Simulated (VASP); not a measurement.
Set up this calculation in VASP 6.6.1, as the native input.

```
Task                               : single point
Functional                         : HSE06
Potentials or basis                : VASP PAW PBE potentials, release 64 (Ca_sv, O)
Cutoff                             : 520 eV
k mesh                             : 6 × 6 × 6
Occupations                        : gaussian, width 0.01 eV
Spin                               : no spin polarisation
Dipole correction                  : no
Grid for exact exchange (PRECFOCK) : Normal
Further INCAR settings             : ALGO = Normal; EDIFF = 1e-06; NBANDS = 15
Share of exact exchange            : 0.25
Screening parameter                : 0.2079 1/Å
```

CaO:

```
CELL_PARAMETERS angstrom
2.94540 0.04219 0.04219
0.04219 2.94540 0.04219
0.04219 0.04219 2.94540
ATOMIC_POSITIONS crystal
Ca 0.00000 0.00000 0.00000
O 0.50000 0.50000 0.50000
```

This cell differs from its parent crystal: strain along [111] +4.4%.

These files were run (other wordings do the same):

POSCAR

```
CaO
1.0
    2.9454022684      0.0421933036      0.0421933036
    0.0421933036      2.9454022684      0.0421933036
    0.0421933036      0.0421933036      2.9454022684
Ca O
1 1
Direct
    0.0000000000      0.0000000000      0.0000000000
    0.5000000000      0.5000000000      0.5000000000
```

INCAR.step1

```
SYSTEM = CaO
ALGO = Normal
EDIFF = 1E-5
ENCUT = 520
GGA = PE
ISIF = 2
ISMEAR = 0
LASPH = .True.
LCHARG = .False.
LREAL = .False.
LWAVE = .True.
NBANDS = 15
NELM = 100
PREC = Accurate
SIGMA = 0.01
```

INCAR.step2

```
SYSTEM = CaO
ALGO = Normal
EDIFF = 1E-6
ENCUT = 520
GGA = PE
HFSCREEN = 0.2079
ISIF = 2
ISMEAR = 0
ISTART = 1
LASPH = .True.
LCHARG = .False.
LHFCALC = .True.
LREAL = .False.
LWAVE = .False.
NBANDS = 15
NELM = 100
PREC = Accurate
PRECFOCK = Normal
SIGMA = 0.01
```

KPOINTS

```
k-points
0
Gamma
  6 6 6
  0 0 0
```

Potentials or basis: VASP PAW PBE potentials, release 64 (Ca_sv, O).

Command:

```bash
$ cat potpaw_PBE.64/Ca_sv/POTCAR potpaw_PBE.64/O/POTCAR > POTCAR
$ cp INCAR.step1 INCAR
$ mpirun -np 1 vasp_std > vasp.out
$ cp INCAR.step2 INCAR
$ mpirun -np 1 vasp_std > vasp.out
```

It gave:

| Item | Value |
| --- | --- |
| Pressure | -3.4 GPa |
| Band gap on the k mesh | 4.49 eV (least direct gap 4.79 eV) |

Caveat: the cell differs from its parent crystal (strain along [111] +4.4%); the cell stands under tension; the structure was generated, so it needn't be the stable form of CaO; the PAW data sets were made with another functional, which shifts forces and pressure a little.

Run time: 77 min on 1 thread of Intel Xeon 8259CL, with other jobs on the host, peak memory 0.26 GiB.
